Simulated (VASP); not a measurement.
Here is a VASP 6.6.1 calculation.

The input INCAR:

```
SYSTEM = Cs
PREC = Accurate
ENCUT = 520
EDIFF = 1E-6
ISMEAR = -1
SIGMA = 0.05
LREAL = .FALSE.
LASPH = .TRUE.
NELM = 60
ALGO = Normal
ISIF = 2
LWAVE = .FALSE.
LCHARG = .FALSE.
GGA = PS
NBANDS = 10
```

File KPOINTS:

```
Automatic mesh
0
G
  9 9 9
  0 0 0
```

POSCAR

```
Cs
1.0
   -2.6182055580      2.6182055580      2.6182055580
    2.6182055580     -2.6182055580      2.6182055580
    2.6182055580      2.6182055580     -2.6182055580
Cs
1
Direct
    0.0000000000      0.0000000000      0.0000000000
```

Potentials or basis: VASP PAW PBE potentials, release 64 (Cs_sv).

Run with:

```bash
$ cat potpaw_PBE.64/Cs_sv/POTCAR > POTCAR
$ mpirun -np 1 vasp_std > vasp.out
```

What does it give for the pressure?

1.6 GPa.

Caveat: the PAW data sets were made with another functional, which shifts forces and pressure a little.
